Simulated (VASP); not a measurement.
**PbS: single point with LDA**

Crystal: PbS.

```xyz
2
Lattice="0.0000 3.0167 3.0167 3.0167 0.0000 3.0167 3.0167 3.0167 0.0000" Properties=species:S:1:pos:R:3 pbc="T T T"
Pb    0.0000    0.0000    0.0000
S     3.0167    3.0167    3.0167
```

| Quantity | Value |
| --- | --- |
| Program | VASP 6.6.1 |
| Task | single point |
| Functional | LDA |
| Potentials or basis | VASP PAW LDA potentials, release 64 (Pb_d, S) |
| Cutoff | 500 eV |
| k mesh | 12 × 12 × 12 |
| Occupations | gaussian, width 0.03 eV |
| Spin | no spin polarisation |

* Pressure: -5.0 GPa
* Band gap on the k mesh: 0.38 eV

Levels at points of the mesh, in eV from the valence-band top:
```csv
k point,band 8,band 9,band 10,band 11,band 12,band 13
"(0.00, 0.00, 0.00)",-1.87,-1.87,-1.87,4.97,4.97,4.97
"(0.50, 0.00, 0.00)",-1.50,-1.50,0.00,0.38,1.98,1.98
"(0.50, 0.50, 0.00)",-4.78,-3.09,-3.09,3.99,5.34,5.42
```

Run time: 31 s on 1 thread of Intel(R) Xeon(R) Platinum 8259CL CPU @ 2.50GHz (Skylake/Cascade Lake), on a shared host, peak memory 0.19 GiB.

Caveat: the cell stands under tension; spin-orbit coupling is left out, which moves the levels of the heavy elements. A k mesh can miss the band edges.
